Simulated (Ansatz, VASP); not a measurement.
## Two plane-wave programs on BaTe

```
Ba Te
1.0
     5.42255    0.00000    0.00000
    -2.71128    4.69607    0.00000
     0.00000    0.00000    8.81722
Ba Te
2 2
Cartesian
  0.0000 3.1307 8.7882
  2.7113 1.5654 4.3796
  0.0000 3.1307 3.2914
  2.7113 1.5654 7.7000
```

Alike in both runs: task relaxation of cell and atoms; functional PBE; k mesh 6 × 6 × 4; occupations gaussian, width 0.02 eV; no spin polarisation.

```csv
,VASP,Ansatz
version,VASP 6.6.1,Ansatz 0.2.0
potentials or method,"VASP PAW PBE potentials, release 64 (Ba_sv, Te), cutoff 600 eV","scalar-relativistic, plane waves, PAW"
valence electrons in the cell,32,52
```

VASP gave:

| Item | Value |
| --- | --- |
| gap on the k mesh at the Fermi level, each at its own relaxed structure (eV) | 1.90 |
| relaxed volume (Å³/atom) | 54.67 |
| relaxed cell length with the largest relative difference (Å) | 5.995 |

Estimate Ansatz's values.

gap on the k mesh at the Fermi level, each at its own relaxed structure (eV): 1.96; relaxed volume (Å³/atom): 54.04; relaxed cell length with the largest relative difference (Å): 5.970.

VASP's potentials hold 32 valence electrons a cell and Ansatz's 52, so a difference there can come from the potentials and not from the codes.

Spin-orbit coupling is off throughout.
